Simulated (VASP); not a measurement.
# MgO in VASP: further runs, part 2 of 3

VASP 6.6.1. The steps go on from the part before.

### Step 3. Single point, PBEsol

This run uses another cell than the first one.

The input, INCAR:

```
SYSTEM = MgO
PREC = Accurate ; ENCUT = 520
EDIFF = 1E-7 ; ISMEAR = 0
SIGMA = 0.05 ; LREAL = Auto
LASPH = .True. ; NELM = 100
ALGO = Normal ; ISIF = 2
LWAVE = .False. ; LCHARG = .True.
GGA = PS ; LELF = .True.
LVHAR = .True. ; NBANDS = 46
```

The input, KPOINTS:

```
regular mesh
0
Gamma
  1 1 8
  0 0 0
```

The input, POSCAR:

```
MgO
1.0
   15.3000000000      0.0000000000      0.0000000000
    0.0000000000     13.5000000000      0.0000000000
    0.0000000000      0.0000000000      4.2142589468
Mg O
8 8
Direct
    0.2934186791      0.5000000000      0.0000000000
    0.5688604403      0.5000000000      0.0000000000
    0.5688604403      0.3439163353      0.5000000000
    0.5688604403      0.6560836647      0.5000000000
    0.4311395597      0.5000000000      0.5000000000
    0.7065813209      0.5000000000      0.5000000000
    0.4311395597      0.3439163353      0.0000000000
    0.4311395597      0.6560836647      0.0000000000
    0.4311395597      0.5000000000      0.0000000000
    0.7065813209      0.5000000000      0.0000000000
    0.4311395597      0.3439163353      0.5000000000
    0.4311395597      0.6560836647      0.5000000000
    0.2934186791      0.5000000000      0.5000000000
    0.5688604403      0.5000000000      0.5000000000
    0.5688604403      0.3439163353      0.0000000000
    0.5688604403      0.6560836647      0.0000000000
```

Potentials or basis: VASP PAW PBE potentials, release 64 (Mg, O).

Launch:

```bash
> cat potpaw_PBE.64/Mg/POTCAR potpaw_PBE.64/O/POTCAR > POTCAR
> mpirun -np 1 vasp_std > vasp.out
```

OUTCAR:

```text
SYSTEM = MgO
   PREC = Accurate
   ENCUT = 520
   EDIFF = 1E-7
   ISMEAR = 0
   LREAL = Auto
   LASPH = .True.
   NELM = 100
   ISIF = 2
   GGA = PS

 ion  position               nearest neighbor table
   1  0.293  0.500  0.000-   9 2.11  13 2.11  13 2.11   5 2.98   5 2.98   7 2.98   8 2.98
   2  0.569  0.500  0.000-   9 2.11  10 2.11  14 2.11  14 2.11  16 2.11  15 2.11   5 2.98   5 2.98
                             6 2.98   6 2.98   7 2.98   8 2.98   4 2.98   4 2.98   3 2.98   3 2.98
   3  0.569  0.344  0.500-  11 2.11  15 2.11  15 2.11  14 2.11   7 2.98   7 2.98   5 2.98   6 2.98
                             2 2.98   2 2.98
   4  0.569  0.656  0.500-  12 2.11  16 2.11  16 2.11  14 2.11   8 2.98   8 2.98   5 2.98   6 2.98
                             2 2.98   2 2.98
   5  0.431  0.500  0.500-  13 2.11  14 2.11   9 2.11   9 2.11  12 2.11  11 2.11   1 2.98   1 2.98
                             2 2.98   2 2.98   3 2.98   4 2.98   7 2.98   7 2.98   8 2.98   8 2.98
   6  0.707  0.500  0.500-  14 2.11  10 2.11  10 2.11   2 2.98   2 2.98   3 2.98   4 2.98
   7  0.431  0.344  0.000-  15 2.11  11 2.11  11 2.11   9 2.11   3 2.98   3 2.98   1 2.98   2 2.98
                             5 2.98   5 2.98
   8  0.431  0.656  0.000-  16 2.11  12 2.11  12 2.11   9 2.11   4 2.98   4 2.98   1 2.98   2 2.98
                             5 2.98   5 2.98
   9  0.431  0.500  0.000-   1 2.11   2 2.11   5 2.11   5 2.11   8 2.11   7 2.11
  10  0.707  0.500  0.000-   2 2.11   6 2.11   6 2.11
  11  0.431  0.344  0.500-   3 2.11   7 2.11   7 2.11   5 2.11
  12  0.431  0.656  0.500-   4 2.11   8 2.11   8 2.11   5 2.11
  13  0.293  0.500  0.500-   5 2.11   1 2.11   1 2.11
  14  0.569  0.500  0.500-   5 2.11   6 2.11   2 2.11   2 2.11   4 2.11   3 2.11
  15  0.569  0.344  0.000-   7 2.11   3 2.11   3 2.11   2 2.11
  16  0.569  0.656  0.000-   8 2.11   4 2.11   4 2.11   2 2.11

  LATTYP: Found a simple orthorhombic cell.
 ALAT       =     4.2142589468
 B/A-ratio  =     3.2034101773
 C/A-ratio  =     3.6305315343

  Lattice vectors:

 A1 = (   0.0000000000,   0.0000000000,  -4.2142589468)
 A2 = (   0.0000000000,  13.5000000000,   0.0000000000)
 A3 = (  15.3000000000,   0.0000000000,   0.0000000000)

[... 163 lines left out ...]
   AEXX    =    0.0000 exact exchange contribution
   IVDW    =     0    specifies the selected vdW correction
   LEPSILON=     F    determine dielectric tensor
   LRPA    =     F    only Hartree local field effects (RPA)
 non-spin polarized calculation
 Gauss-broadening in eV      SIGMA  =   0.05
  energy-cutoff  :      520.00
  volume of cell :      870.46
 maximum number of plane-waves:     23469
 NGX is ok and might be reduce to   120

 number of electron      63.9999974 magnetization

 Free energy of the ion-electron system (eV)
  ---------------------------------------------------
  ext. energy  EPLUGINS =         0.00000000
  ---------------------------------------------------
  free energy    TOTEN  =       -87.01910643 eV

  energy without entropy =      -87.01910643  energy(sigma->0) =      -87.01910643

 E-fermi :  -2.7239     XC(G=0):  -3.0808

 val. band max:       -3.0067254388   @ k =   0.0000   0.0000   0.0000
 cond. band min:      -1.5220508479   @ k =   0.0000   0.0000   0.0000
 fundamental gap:      1.4846745909
 Fermi energy:        -2.7238609665

 k-point     1 :       0.0000    0.0000    0.0000
  band No.  band energies     occupation
      1     -20.6255      2.00000
      2     -20.1307      2.00000
      3     -18.9396      2.00000
      4     -18.8204      2.00000
      5     -18.4996      2.00000
      6     -18.4489      2.00000
[... 224 lines left out ...]
     43       3.0716      0.00000
     44       3.0716      0.00000
 [bands above 44 left out]

------------------------ aborting loop because EDIFF is reached ----------------------------------------

  FORCE on cell =-STRESS in cart. coord.  units (eV):
  Direction    XX          YY          ZZ          XY          YZ          ZX
  --------------------------------------------------------------------------------------
  -------------------------------------------------------------------------------------
  Total       -3.8652916      0.7971425    -41.2971106      0.0000000      0.0000000      0.0000000
  in kB       -7.1145335      1.4672365    -76.0122928      0.0000000      0.0000000      0.0000000
  external PRESSURE =     -27.2198633 kB  Pullay stress =       0.0000000 kB

 VOLUME and BASIS-vectors are now :
 -----------------------------------------------------------------------------
  energy-cutoff  :      520.00
  volume of cell :      870.46
      direct lattice vectors                 reciprocal lattice vectors
    15.300000000  0.000000000  0.000000000     0.065359477  0.000000000  0.000000000
     0.000000000 13.500000000  0.000000000     0.000000000  0.074074074  0.000000000
     0.000000000  0.000000000  4.214258947     0.000000000  0.000000000  0.237289643

 POSITION                                       TOTAL-FORCE (eV/Angst)
 -----------------------------------------------------------------------------------
      4.48931      6.75000      0.00000         0.218102      0.000000      0.000000
      8.70356      6.75000      0.00000         1.168820      0.000000      0.000000
      8.70356      4.64287      2.10713        -1.532598      0.145432     -0.000000
      8.70356      8.85713      2.10713        -1.532598     -0.145432      0.000000
      6.59644      6.75000      2.10713        -1.168820      0.000000      0.000000
     10.81069      6.75000      2.10713        -0.218102      0.000000      0.000000
[... 8 lines left out ...]
      8.70356      4.64287      0.00000        -0.595375     -0.261174     -0.000000
      8.70356      8.85713      0.00000        -0.595375      0.261174      0.000000
 -----------------------------------------------------------------------------------
    total drift:                               -0.000000      0.000000      0.000000

  FREE ENERGIE OF THE ION-ELECTRON SYSTEM (eV)
  ---------------------------------------------------
  free  energy   TOTEN  =       -87.0191064324 eV

  energy  without entropy=      -87.0191064324  energy(sigma->0) =      -87.01910643
```

OSZICAR:

```text
N       E                     dE             d eps       ncg     rms          rms(c)
DAV:   1     0.560790189648E+03    0.56079E+03   -0.22039E+04   508   0.101E+03
DAV:   2     0.455348953261E+02   -0.51526E+03   -0.48309E+03   712   0.222E+02
DAV:   3    -0.103277713056E+03   -0.14881E+03   -0.14708E+03   560   0.128E+02
[... 19 lines left out ...]
DAV:  23    -0.870191047438E+02   -0.12495E-05   -0.64127E-07   486   0.244E-03    0.755E-04
DAV:  24    -0.870191058339E+02   -0.10902E-05   -0.16877E-07   352   0.160E-03    0.346E-04
DAV:  25    -0.870191061367E+02   -0.30276E-06   -0.36475E-08   324   0.752E-04    0.270E-04
DAV:  26    -0.870191063717E+02   -0.23501E-06   -0.24975E-08   306   0.441E-04    0.144E-04
DAV:  27    -0.870191064324E+02   -0.60681E-07   -0.13584E-08   326   0.457E-04
   1 F= -.87019106E+02 E0= -.87019106E+02  d E =-.880672E-16
```

stdout:

```text
POSCAR found type information on POSCAR MgO
 POSCAR found :  2 types and      16 ions
 scaLAPACK will be used
 -----------------------------------------------------------------------------
|                                                                             |
|                                                                             |
|     You enforced a specific xc type in the INCAR file but a different       |
|     I HOPE YOU KNOW WHAT YOU ARE DOING!                                     |
|                                                                             |
 -----------------------------------------------------------------------------

 LDA part: xc-table for (Slater+PW92), standard interpolation
 POSCAR, INCAR and KPOINTS ok, starting setup
 FFT: planning ... GRIDC
 FFT: planning ... GRID_SOFT
 FFT: planning ... GRID
 WAVECAR not read
 entering main loop
```

It took 5.8 min on 1 thread of Intel Xeon Platinum 8559C (Emerald Rapids), shared host; peak memory 0.76 GiB.

Results:

| Quantity | Value |
| --- | --- |
| Free energy | -87.0191 eV |
| Largest force | 1.539 eV/Å |
| Band gap on the k mesh | 1.48 eV |

Forces on the atoms (eV/Å):
```
Mg   0.218  0.000  0.000
Mg   1.169  0.000  0.000
Mg  -1.533  0.145  0.000
Mg  -1.533 -0.145  0.000
Mg  -1.169  0.000  0.000
Mg  -0.218  0.000  0.000
Mg   1.533  0.145  0.000
Mg   1.533 -0.145  0.000
O   -1.121  0.000  0.000
O    0.295  0.000  0.000
O    0.595 -0.261  0.000
O    0.595  0.261  0.000
O   -0.295  0.000  0.000
O    1.121  0.000  0.000
O   -0.595 -0.261  0.000
O   -0.595  0.261  0.000
```

Levels at points of the mesh, in eV from the valence-band top:
```
           k point  band 30  band 31  band 32  band 33  band 34  band 35
(0.00, 0.00, 0.00)    -0.50    -0.33     0.00     1.48     2.27     2.95
(0.00, 0.00, 0.50)    -0.46    -0.04    -0.04     3.40     3.40     3.44
```

Caveat: the PAW data sets were made with another functional, which shifts forces and pressure a little.

### Step 4. Single point, PBEsol

This run uses another cell than the first one: it holds 24 atoms, not 16.

The input, INCAR:

```
  PREC = Accurate
  ENCUT = 520
  EDIFF = 1E-6
  ISMEAR = 0
  SIGMA = 0.05
  LREAL = Auto
  LASPH = True
  NELM = 80
  ALGO = Normal
  ISIF = 2
  LWAVE = False
  LCHARG = False
  GGA = PS
  NBANDS = 66
```

The input, KPOINTS:

```
Automatic mesh
0
Gamma
  1 1 8
```

The input, POSCAR:

```
MgO
1.0
   15.3000000000      0.0000000000      0.0000000000
    0.0000000000     13.5000000000      0.0000000000
    0.0000000000      0.0000000000      3.9969080032
Mg O
12 12
Direct
    0.2945359910      0.5000000000      0.0000000000
    0.5673775444      0.5000000000      0.0000000000
    0.2999647534      0.3495885076      0.5000000000
    0.2999647534      0.6504114924      0.5000000000
    0.5685104131      0.3429626081      0.5000000000
    0.5685104131      0.6570373919      0.5000000000
    0.4326224556      0.5000000000      0.5000000000
    0.7054640090      0.5000000000      0.5000000000
    0.4314895869      0.3429626081      0.0000000000
    0.4314895869      0.6570373919      0.0000000000
    0.7000352466      0.3495885076      0.0000000000
    0.7000352466      0.6504114924      0.0000000000
    0.4323099024      0.5000000000      0.0000000000
    0.7074795835      0.5000000000      0.0000000000
    0.4326828594      0.3397638953      0.5000000000
    0.4326828594      0.6602361047      0.5000000000
    0.7047083055      0.3450944931      0.5000000000
    0.7047083055      0.6549055069      0.5000000000
    0.2925204165      0.5000000000      0.5000000000
    0.5676900976      0.5000000000      0.5000000000
    0.2952916945      0.3450944931      0.0000000000
    0.2952916945      0.6549055069      0.0000000000
    0.5673171406      0.3397638953      0.0000000000
    0.5673171406      0.6602361047      0.0000000000
```

Launch:

```bash
> cat potpaw_PBE.64/Mg/POTCAR potpaw_PBE.64/O/POTCAR > POTCAR
> mpirun -np 1 vasp_std > vasp.out
```

It took 8.7 min on 1 thread of Intel Xeon Platinum 8559C (Emerald Rapids), shared host; peak memory 0.75 GiB.

It converged, with:

```
Free energy            : -141.7470 eV
Largest force          : 0.020 eV/Å
Band gap on the k mesh : 3.50 eV
```

Forces in eV/Å, atoms in the order of the input:
```
Mg   0.020  0.000  0.000
Mg   0.000  0.000  0.000
Mg   0.012  0.015  0.000
Mg   0.012 -0.015  0.000
Mg  -0.009  0.017  0.000
Mg  -0.009 -0.017  0.000
Mg   0.000  0.000  0.000
Mg  -0.020  0.000  0.000
Mg   0.009  0.017  0.000
Mg   0.009 -0.017  0.000
Mg  -0.012  0.015  0.000
Mg  -0.012 -0.015  0.000
O    0.001  0.000  0.000
O    0.012  0.000  0.000
O    0.007 -0.005  0.000
O    0.007  0.005  0.000
O    0.004 -0.009  0.000
O    0.004  0.009  0.000
O   -0.012  0.000  0.000
O   -0.001  0.000  0.000
O   -0.004 -0.009  0.000
O   -0.004  0.009  0.000
O   -0.007 -0.005  0.000
O   -0.007  0.005  0.000
```

Levels at points of the mesh, in eV from the valence-band top:
```
           k point  band 45  band 46  band 47  band 48  band 49  band 50  band 51  band 52
(0.00, 0.00, 0.00)    -0.19    -0.16    -0.13     0.00     3.50     4.12     4.37     4.70
(0.00, 0.00, 0.50)    -0.19    -0.19    -0.15    -0.15     5.81     5.81     6.01     6.01
```

Caveat: the PAW data sets were made with another functional, which shifts forces and pressure a little.

(Part 2 of 3 ends here.)
